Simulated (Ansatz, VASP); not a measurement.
CoH4 in VASP and in Ansatz

```
Co H
1.0
     2.63633    0.00000    0.00000
    -1.31817    2.28313    0.00000
     0.00000    0.00000    5.20737
Co H
1 4
Direct
  0.00000 0.00000 0.00000
  0.33333 0.66667 0.18586
  0.33333 0.66667 0.81414
  0.66667 0.33333 0.81414
  0.66667 0.33333 0.18586
```

Alike in both runs: task relaxation of cell and atoms; functional PBE; k mesh 18 × 18 × 8; occupations gaussian, width 0.1 eV; no spin polarisation.

```csv
,VASP,Ansatz
version,VASP 6.6.1,Ansatz 0.2.0
potentials or method,"VASP PAW PBE potentials, release 64 (Co, H), cutoff 600 eV","scalar-relativistic, plane waves, PAW"
valence electrons in the cell,13,21
```

|  | VASP | Ansatz | Ansatz less VASP |
| --- | --- | --- | --- |
| gap on the k mesh at the Fermi level, each at its own relaxed structure (eV) | none | none | - |
| relaxed volume (Å³/atom) | 6.27 | 6.27 | 0.000 |
| relaxed cell length with the largest relative difference (Å) | 2.636 | 2.636 | 0.0000 |

A gap of «none» marks a metal or a gap that the smearing closes. VASP's potentials hold 13 valence electrons a cell and Ansatz's 21, so a difference there can come from the potentials and not from the codes.

Noted on VASP's run: the relaxation stopped at its first step, so nothing moved.
